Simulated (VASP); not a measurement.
# Hf2Pb (P4/nmm) in VASP: notebook, part 2 of 2

VASP 6.6.1.

## Step 4: Relaxation of cell and atoms, PBE

This run uses another cell than the first one, of 19.78 Å³/atom.

INCAR

```
PREC = Accurate ; ENCUT = 600
EDIFF = 1E-6 ; ISMEAR = 0
SIGMA = 0.1 ; LREAL = False
LASPH = True ; NELM = 60
ALGO = Fast ; ISIF = 3
LWAVE = False ; LCHARG = False
GGA = PE ; IBRION = 2
NSW = 90 ; EDIFFG = -0.04
```

KPOINTS

```
Automatic mesh
0
Gamma
  4 4 4
```

POSCAR

```
Hf2Pb
1.0
    4.1612801200      0.0000000000      0.0000000000
    0.0000000000      4.1612801200      0.0000000000
    0.0000000000      0.0000000000      6.8528606900
Hf Pb
4 2
Direct
    0.0000000000      0.0000000000      0.0000000000
    0.5000000000      0.5000000000      0.0000000000
    0.0000000000      0.5000000000      0.3300000100
    0.5000000000      0.0000000000      0.6699999900
    0.0000000000      0.5000000000      0.7350000100
    0.5000000000      0.0000000000      0.2649999900
```

On the command line:

```sh
cat potpaw_PBE.64/Hf_pv/POTCAR potpaw_PBE.64/Pb_d/POTCAR > POTCAR
mpirun -np 1 vasp_std > vasp.out
```

Run time: 20 min. Hardware: 1 thread of Intel Xeon 6975P-C (Granite Rapids), shared host; peak memory 0.34 GiB.

Results (log left out):

```yaml
Free_energy: -46.7371 eV
Relaxed_volume: 23.97 Å³/atom
Relaxed_cell: a = 4.318 Å, b = 4.318 Å, c = 7.713 Å, α = 90.00°, β = 90.00°, γ = 90.00°
Space_group_after_relaxing_to_0.1_Å: P4/nmm (No. 129)
Energy_gained_by_relaxing: 501.4 meV/atom
Ionic_steps: 29
Pressure_after_relaxing: 0.1 GPa
Largest_force_after_relaxing: 0.034 eV/Å
Band_gap_on_the_k_mesh: zero (bands 34 and 35 overlap by 0.37 eV)
```

Forces in eV/Å, atoms in the order of the input:
```
Hf   0.000  0.000  0.000
Hf   0.000  0.000  0.000
Hf   0.000  0.000 -0.009
Hf   0.000  0.000  0.009
Pb   0.000  0.000 -0.034
Pb   0.000  0.000  0.034
```

The path:
| step | energy change (eV) | largest force (eV/Å) | pressure (GPa) | volume (Å³) |
| --- | --- | --- | --- | --- |
| 1 | 0.0000 | 2.9161 | 31.84 | 118.67 |
| 2 | 1.0307 | 0.8128 | -16.25 | 198.81 |
| 3 | -2.6899 | 0.7924 | -3.40 | 148.43 |
| 4 | -2.7073 | 0.8601 | -2.04 | 146.41 |
| 5 | -2.7089 | 0.8800 | -1.61 | 145.71 |
| 6 | -2.9057 | 0.6570 | -0.26 | 142.76 |
| 7 | -2.9256 | 0.5466 | 0.46 | 141.59 |
| 8 | -2.9257 | 0.5347 | 0.54 | 141.48 |
| 9 | -2.9514 | 0.2550 | -0.42 | 142.58 |
| 10 | -2.9549 | 0.1198 | -0.87 | 143.14 |
| 11 | -2.9604 | 0.1801 | 0.70 | 140.96 |
| 12 | -2.9625 | 0.1403 | 0.16 | 141.69 |
| 13 | -2.9650 | 0.1610 | 0.10 | 141.87 |
| 14 | -2.9717 | 0.2261 | -0.06 | 142.39 |
| 15 | -2.9802 | 0.3332 | -0.30 | 143.42 |
| 16 | -2.9462 | 0.2380 | -0.62 | 145.41 |
| 17 | -2.9799 | 0.3461 | -0.37 | 143.58 |
| 18 | -2.9806 | 0.3418 | -0.34 | 143.60 |
| 19 | -2.9828 | 0.3298 | -0.34 | 143.65 |
| 20 | -2.9868 | 0.3029 | -0.28 | 143.77 |
| 21 | -2.9921 | 0.2233 | -0.18 | 143.99 |
| 22 | -2.9870 | 0.0077 | 0.03 | 144.43 |
| 23 | -2.9930 | 0.1782 | -0.15 | 144.10 |
| 24 | -2.9971 | 0.1510 | -0.12 | 144.05 |
| 25 | -3.0053 | 0.0740 | 0.00 | 143.87 |
| 26 | -3.0053 | 0.0688 | 0.29 | 143.51 |
| 27 | -3.0080 | 0.0430 | 0.14 | 143.69 |
| 28 | -3.0080 | 0.0433 | 0.14 | 143.70 |
| 29 | -3.0081 | 0.0337 | 0.07 | 143.82 |

Final structure:
```
Hf Pb
1.0
     4.31805    0.00000    0.00000
     0.00000    4.31805    0.00000
     0.00000    0.00000    7.71347
Hf Pb
4 2
Direct
  0.00000 0.00000 0.00000
  0.50000 0.50000 0.00000
  0.00000 0.50000 0.31006
  0.50000 0.00000 0.68994
  0.00000 0.50000 0.70037
  0.50000 0.00000 0.29963
```

Levels at points of the mesh, in eV from the Fermi level:
```csv
k point,band 32,band 33,band 34,band 35,band 36,band 37
"(0.00, 0.00, 0.00)",-1.13,-0.35,-0.35,-0.13,0.44,0.44
"(0.50, 0.00, 0.00)",-1.41,-0.12,-0.12,0.60,0.60,1.48
"(0.50, 0.50, 0.00)",-1.82,-0.58,-0.58,0.18,0.18,1.55
"(0.00, 0.00, 0.50)",-0.81,-0.18,-0.07,-0.07,0.03,0.03
"(0.50, 0.00, 0.50)",-1.24,-0.21,-0.21,0.83,0.83,1.41
"(0.50, 0.50, 0.50)",-1.51,-0.54,-0.54,-0.27,-0.27,1.72
```

Caveat: the k points lie up to 0.36 Å⁻¹ apart in the final cell; the volume moved by over 15 % at a fixed basis, so the end points are rough; spin-orbit coupling is left out, which moves the levels of the heavy elements.

## Step 5: Single point, PBE

INCAR

```
  PREC = Accurate
  ENCUT = 520
  EDIFF = 1E-6
  ISMEAR = 0
  SIGMA = 0.1
  LREAL = False
  LASPH = True
  NELM = 100
  ALGO = Fast
  ISIF = 2
  LWAVE = False
  LCHARG = False
  GGA = PE
  NBANDS = 43
```

KPOINTS

```
Automatic mesh
0
Gamma
  10 10 6
```

POSCAR

```
Hf2Pb
1.0
    4.3125705454      0.0000000000      0.0000000000
    0.0000000000      4.3125705454      0.0000000000
    0.0000000000      0.0000000000      7.7514285158
Hf Pb
4 2
Direct
    0.0000000000      0.0000000000      0.0000000000
    0.5000000000      0.5000000000      0.0000000000
    0.0000000000      0.5000000000      0.3103403764
    0.5000000000      0.0000000000      0.6896596236
    0.0000000000      0.5000000000      0.6996768004
    0.5000000000      0.0000000000      0.3003231996
```

Potentials or basis: VASP PAW PBE potentials, release 64 (Hf_pv, Pb_d).

On the command line:

```sh
cat potpaw_PBE.64/Hf_pv/POTCAR potpaw_PBE.64/Pb_d/POTCAR > POTCAR
mpirun -np 1 vasp_std > vasp.out
```

OUTCAR:

```text
PREC = Accurate
   ENCUT = 520
   EDIFF = 1E-6
   ISMEAR = 0
   LREAL = False
   LASPH = True
   NELM = 100
   ISIF = 2
   GGA = PE

 ion  position               nearest neighbor table
   1  0.000  0.000  0.000-   2 3.05   2 3.05   2 3.05   2 3.05   5 3.17   6 3.17   6 3.17   5 3.17
                             3 3.23   4 3.23   3 3.23   4 3.23
   2  0.500  0.500  0.000-   1 3.05   1 3.05   1 3.05   1 3.05   6 3.17   6 3.17   5 3.17   5 3.17
                             3 3.23   3 3.23   4 3.23   4 3.23
   3  0.000  0.500  0.310-   5 3.02   6 3.05   6 3.05   6 3.05   6 3.05   1 3.23   2 3.23   2 3.23
                             1 3.23
   4  0.500  0.000  0.690-   6 3.02   5 3.05   5 3.05   5 3.05   5 3.05   1 3.23   1 3.23   2 3.23
                             2 3.23
   5  0.000  0.500  0.700-   3 3.02   4 3.05   4 3.05   4 3.05   4 3.05   1 3.17   2 3.17   2 3.17
                             1 3.17
   6  0.500  0.000  0.300-   4 3.02   3 3.05   3 3.05   3 3.05   3 3.05   1 3.17   1 3.17   2 3.17
                             2 3.17

  LATTYP: Found a simple tetragonal cell.
 ALAT       =     4.3125705454
 C/A-ratio  =     1.7974032968

  Lattice vectors:

 A1 = (   4.3125705454,   0.0000000000,   0.0000000000)
 A2 = (   0.0000000000,   4.3125705454,   0.0000000000)
[... 195 lines left out ...]
  band No.  band energies     occupation
      1     -25.2354      2.00000
      2     -25.2354      2.00000
      3     -25.2210      2.00000
      4     -25.2210      2.00000
      5     -25.0666      2.00000
      6     -25.0376      2.00000
[... 1093 lines left out ...]
     42       9.3609      0.00000
     43       9.6122      0.00000

 [... further k-points ...]

------------------------ aborting loop because EDIFF is reached ----------------------------------------

  FORCE on cell =-STRESS in cart. coord.  units (eV):
  Direction    XX          YY          ZZ          XY          YZ          ZX
  --------------------------------------------------------------------------------------
  -------------------------------------------------------------------------------------
  Total       -0.3750395     -0.3750395     -0.3460325      0.0000000      0.0000000      0.0000000
  in kB       -4.1680550     -4.1680550     -3.8456816      0.0000000      0.0000000      0.0000000
  external PRESSURE =      -4.0605972 kB  Pullay stress =       0.0000000 kB

 VOLUME and BASIS-vectors are now :
 -----------------------------------------------------------------------------
  energy-cutoff  :      520.00
  volume of cell :      144.16
      direct lattice vectors                 reciprocal lattice vectors
     4.312570545  0.000000000  0.000000000     0.231880265  0.000000000  0.000000000
     0.000000000  4.312570545  0.000000000     0.000000000  0.231880265  0.000000000
     0.000000000  0.000000000  7.751428516     0.000000000  0.000000000  0.129008479

 POSITION                                       TOTAL-FORCE (eV/Angst)
 -----------------------------------------------------------------------------------
      0.00000      0.00000      0.00000         0.000000      0.000000     -0.000000
      2.15629      2.15629      0.00000         0.000000     -0.000000     -0.000000
      0.00000      2.15629      2.40558        -0.000000      0.000000     -0.013158
      2.15629      0.00000      5.34585         0.000000     -0.000000      0.013158
      0.00000      2.15629      5.42349        -0.000000      0.000000      0.008744
      2.15629      0.00000      2.32793         0.000000      0.000000     -0.008744
 -----------------------------------------------------------------------------------
    total drift:                                0.000000     -0.000000      0.000000

  FREE ENERGIE OF THE ION-ELECTRON SYSTEM (eV)
  ---------------------------------------------------
  free  energy   TOTEN  =       -46.8080922648 eV

  energy  without entropy=      -46.7890701402  energy(sigma->0) =      -46.79858120
```

stdout:

```text
POSCAR found type information on POSCAR HfPb
 POSCAR found :  2 types and       6 ions
 scaLAPACK will be used
 LDA part: xc-table for (Slater+PW92), standard interpolation
 POSCAR, INCAR and KPOINTS ok, starting setup
 FFT: planning ... GRIDC
 FFT: planning ... GRID_SOFT
 FFT: planning ... GRID
 WAVECAR not read
 entering main loop
```

It took 4.6 min on 1 thread of Intel Xeon 6975P-C (Granite Rapids), shared host; peak memory 0.53 GiB.

What came out:

* Free energy: -46.8081 eV
* Pressure: -0.4 GPa
* Largest force: 0.013 eV/Å
* Band gap on the k mesh: zero (bands 34 and 35 overlap by 0.51 eV)

Forces in eV/Å, atoms in the order of the input:
```
Hf   0.000  0.000  0.000
Hf   0.000  0.000  0.000
Hf   0.000  0.000 -0.013
Hf   0.000  0.000  0.013
Pb   0.000  0.000  0.009
Pb   0.000  0.000 -0.009
```

Levels at points of the mesh, in eV from the Fermi level:
| k point | band 31 | band 32 | band 33 | band 34 | band 35 | band 36 | band 37 | band 38 |
| --- | --- | --- | --- | --- | --- | --- | --- | --- |
| (0.00, 0.00, 0.00) | -1.14 | -1.11 | -0.32 | -0.32 | -0.14 | 0.47 | 0.47 | 1.18 |
| (0.50, 0.00, 0.00) | -1.40 | -1.40 | -0.08 | -0.08 | 0.61 | 0.61 | 1.49 | 1.49 |
| (0.50, 0.50, 0.00) | -1.81 | -1.81 | -0.55 | -0.55 | 0.19 | 0.19 | 1.58 | 1.58 |
| (0.00, 0.00, 0.50) | -1.10 | -0.81 | -0.18 | -0.04 | -0.04 | 0.05 | 0.05 | 1.27 |
| (0.50, 0.00, 0.50) | -1.24 | -1.24 | -0.18 | -0.18 | 0.85 | 0.85 | 1.42 | 1.42 |
| (0.50, 0.50, 0.50) | -1.51 | -1.51 | -0.53 | -0.53 | -0.26 | -0.26 | 1.74 | 1.74 |

Caveat: spin-orbit coupling is left out, which moves the levels of the heavy elements.

## Step 6: Overview

| task | cell | k mesh | cutoff (eV) | gap on the mesh (eV) | pressure (GPa) | largest force (eV/Å) |
| --- | --- | --- | --- | --- | --- | --- |
| single point | a = 4.326, b = 4.326, c = 7.712 Å, 6 atoms, atomic positions A | 4 × 4 × 4 | 520 | none | -0.2 | 0.02 |
| single point | a = 4.161, b = 4.161, c = 6.853 Å, 6 atoms, atomic positions B | 4 × 4 × 4 | 520 | none | 31.8 | 2.92 |
| relaxation of cell and atoms | relaxed from a = 4.161, b = 4.161, c = 6.853 Å, 6 atoms, atomic positions B | 4 × 4 × 4 | 600 | none | 0.1 | 0.03 |
| single point | a = 4.313, b = 4.313, c = 7.751 Å, 6 atoms, atomic positions C | 10 × 10 × 6 | 520 | none | -0.4 | 0.01 |

Alike in all rows: level PBE; potentials or basis VASP PAW PBE potentials, release 64 (Hf_pv, Pb_d); no spin polarisation; smearing gaussian 0.1 eV.

Caveats: some runs use coarse meshes; spin-orbit coupling is left out, which moves the levels of the heavy elements; forces of over 1 eV/Å act on the atoms, so gaps and moduli don't describe the material at rest (at least some runs); the volume moved by over 15 % at a fixed basis, so the end points are rough (at least some runs).

Absolute energies hang on the potentials; compare differences alone.
